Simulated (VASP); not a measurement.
Se: single point with PBEsol

The system is Se.

```
Se
1.0
     0.00000    2.98217    2.98217
     2.98217    0.00000    2.98217
     2.98217    2.98217    0.00000
Se
2
Direct
  0.12500 0.12500 0.12500
  0.87500 0.87500 0.87500
```

This cell differs from its parent crystal: volume scaled by 0.88.

```
Program                : VASP 6.6.1
Task                   : single point
Functional             : PBEsol
Potentials or basis    : VASP PAW PBE potentials, release 64 (Se)
Cutoff                 : 500 eV
k mesh                 : 10 × 10 × 10
Occupations            : fermi-dirac, width 0.1 eV
Spin                   : no spin polarisation
Dipole correction      : no
Further INCAR settings : ALGO = Normal; EDIFF = 1e-06; NBANDS = 13
```

```json
{
 "Pressure": "7.4 GPa",
 "Band gap on the k mesh": "zero (band 6 reaches 3.85 eV, above the bottom of band 7 at 2.52 eV)"
}
```

Levels at points of the mesh, in eV from the Fermi level:
```tsv
k point	band 3	band 4	band 5	band 6	band 7	band 8	band 9	band 10
(0.00, 0.00, 0.00)	-4.04	-4.04	-4.04	-1.02	-1.02	-1.02	4.15	7.42
(0.50, 0.00, 0.00)	-4.90	-4.90	-4.66	0.24	0.24	2.47	6.66	6.85
(0.50, 0.50, 0.00)	-5.85	-5.85	-2.28	-2.28	2.84	2.84	6.32	6.32
```

Wall time 9.6 s on 1 thread of Intel(R) Xeon(R) Platinum 8559C (Emerald Rapids), on a shared host, peak memory 0.18 GiB.

Caveat: the PAW data sets were made with another functional, which shifts forces and pressure a little.
